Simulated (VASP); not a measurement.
The system is Hg.

```
CELL_PARAMETERS angstrom
0.00000 2.35626 2.35626
2.35626 0.00000 2.35626
2.35626 2.35626 0.00000
ATOMIC_POSITIONS crystal
Hg 0.00000 0.00000 0.00000
```

Base run:

| Property | Result |
| --- | --- |
| Program | VASP 6.6.1 |
| Functional | PBE |
| Potentials or basis | VASP PAW PBE potentials, release 64 (Hg) |
| Cutoff | 520 eV |
| k mesh | 10 × 10 × 10 |
| Occupations | fermi-dirac, width 0.02 eV |
| Spin | no spin polarisation |

Its results: band gap on the k mesh zero (band 6 reaches 2.03 eV, above the bottom of band 7 at 0.80 eV); pressure 1.1 GPa.

Task: The run is repeated on the same cell with these changes: functional from PBE to r2SCAN; further incar settings from ALGO = Normal; EDIFF = 1e-07; NBANDS = 12 to ALGO = Normal; EDIFF = 1e-06; NBANDS = 12. What comes out?

Result: Band gap on the k mesh zero (band 6 reaches 1.87 eV, above the bottom of band 7 at 0.83 eV); pressure 0.6 GPa.

Caveats: spin-orbit coupling is left out, which moves the levels of the heavy elements; the PAW data sets were made with another functional, which shifts forces and pressure a little (some runs).
